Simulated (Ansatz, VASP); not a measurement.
**One calculation of Ge3N4, two programs**

File INCAR:

```
PREC = Accurate ; ENCUT = 600
EDIFF = 1E-6 ; ISMEAR = -1
SIGMA = 0.02 ; LREAL = F
LASPH = T ; NELM = 120
ALGO = Normal ; ISIF = 2
LWAVE = F ; LCHARG = F
GGA = PE ; NBANDS = 75
GGA_COMPAT = F
```

Contents of KPOINTS:

```
Automatic mesh
0
Gamma
  6 6 8
```

POSCAR

```
Ge3N4
1.0
    8.1243667178      0.0000000000      0.0000000000
   -4.0621833589      7.0359079673      0.0000000000
    0.0000000000      0.0000000000      3.0671408214
Ge N
6 8
Direct
    0.8268995689      0.2336841297      0.7500000000
    0.5932154392      0.8268995689      0.2500000000
    0.2336841297      0.4067845608      0.2500000000
    0.7663158703      0.5932154392      0.7500000000
    0.4067845608      0.1731004311      0.7500000000
    0.1731004311      0.7663158703      0.2500000000
    0.6666666667      0.3333333333      0.7500000000
    0.3333333333      0.6666666667      0.2500000000
    0.6689746006      0.9716604200      0.7500000000
    0.6973141806      0.6689746006      0.2500000000
    0.9716604200      0.3026858194      0.2500000000
    0.0283395800      0.6973141806      0.7500000000
    0.3310253994      0.0283395800      0.2500000000
    0.3026858194      0.3310253994      0.7500000000
```

Input for Ansatz:

```yaml
crystal:
  lattice:
    - [8.1243667178, 0.0, 0.0]
    - [-4.0621833589, 7.0359079673, 0.0]
    - [0.0, 0.0, 3.0671408214]
  atoms:
    - { symbol: Ge, position: [0.8268995689, 0.2336841297, 0.75] }
    - { symbol: Ge, position: [0.5932154392, 0.8268995689, 0.25] }
    - { symbol: Ge, position: [0.2336841297, 0.4067845608, 0.25] }
    - { symbol: Ge, position: [0.7663158703, 0.5932154392, 0.75] }
    - { symbol: Ge, position: [0.4067845608, 0.1731004311, 0.75] }
    - { symbol: Ge, position: [0.1731004311, 0.7663158703, 0.25] }
    - { symbol: "N", position: [0.6666666667, 0.3333333333, 0.75] }
    - { symbol: "N", position: [0.3333333333, 0.6666666667, 0.25] }
    - { symbol: "N", position: [0.6689746006, 0.97166042, 0.75] }
    - { symbol: "N", position: [0.6973141806, 0.6689746006, 0.25] }
    - { symbol: "N", position: [0.97166042, 0.3026858194, 0.25] }
    - { symbol: "N", position: [0.02833958, 0.6973141806, 0.75] }
    - { symbol: "N", position: [0.3310253994, 0.02833958, 0.25] }
    - { symbol: "N", position: [0.3026858194, 0.3310253994, 0.75] }
kpoints:
  mp_grid: { grid: [6, 6, 8] }
  band_path:
    path:
      - [0.0, 0.0, 0.0]
      - [0.5, 0.0, 0.0]
      - [0.3333333333, 0.3333333333, 0.0]
      - [0.0, 0.0, 0.5]
      - [0.5, 0.0, 0.5]
      - [0.3333333333, 0.3333333333, 0.5]
    npoints: 1
hamiltonian:
  xc: pbe
scf:
  occupations: { method: fermi_dirac, width: 0.02 }
  n_extra_bands: 7
output:
  forces: true
  stress: true
  eigenvalues: true
```

Change from the starting cell: epitaxial_xy strain +1.0%.

Alike in both runs: task single point; functional PBE; k mesh 6 × 6 × 8; occupations fermi-dirac, width 0.02 eV; no spin polarisation.

|  | VASP | Ansatz |
| --- | --- | --- |
| version | VASP 6.6.1 | Ansatz 0.2.0 |
| potentials or method | VASP PAW PBE potentials, release 64 (Ge_d, N) | plane waves, PAW |
| plane-wave cutoff (eV) | 600 | 420 |
| valence electrons in the cell | 124 | 124 |

|  | VASP | Ansatz | Ansatz less VASP |
| --- | --- | --- | --- |
| gap on the k mesh at the Fermi level (eV) | 1.97 | 1.96 | -0.011 |
| pressure (GPa) | 2.8 | 3.5 | +0.67 |
| traceless stress, the component that is largest in VASP (GPa) | 3.04 | 3.08 | +0.045 |
| rms of the force components (eV/Å) | 0.023 | 0.026 | +0.0026 |

Atom by atom the forces differ by 0.003 eV/Å (rms over components). With one functional, cell and mesh, what is left measures potentials, basis and numerics.
